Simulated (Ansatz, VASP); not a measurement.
## One calculation of SbAs, two programs

```
Sb As
1.0
     2.01944    1.16592    3.62433
    -2.01944    1.16592    3.62433
     0.00000   -2.33184    3.62433
Sb As
1 1
Direct
  0.50000 0.50000 0.50000
  0.00000 0.00000 0.00000
```

Change from the starting cell: volume scaled by 1.01, crystal datasets.

Alike in both runs: task electric field gradients; functional PBEsol; k mesh 11 × 11 × 11; occupations fermi-dirac, width 0.05 eV; no spin polarisation.

|  | VASP | Ansatz |
| --- | --- | --- |
| version | VASP 6.6.1 | Ansatz 0.2.0 |
| potentials or method | VASP PAW PBE potentials, release 64 (Sb, As), cutoff 520 eV | all-electron PAW with datasets made for the crystal, scalar-relativistic |

Ansatz gave:

- pressure (GPa): -4.6
- traceless stress, the component that is largest in VASP (GPa): -2.66
- size of Vzz on the site where it differs most (V/Å²): 40.6

Problem. What did VASP give for the same quantities?

Solution. Pressure (GPa): -4.5; traceless stress, the component that is largest in VASP (GPa): -2.64; size of Vzz on the site where it differs most (V/Å²): 38.9.

VASP's potentials were made for PBE, not for PBEsol. Ansatz ran all-electron here, and VASP with PAW potentials.

Spin-orbit coupling is off throughout.
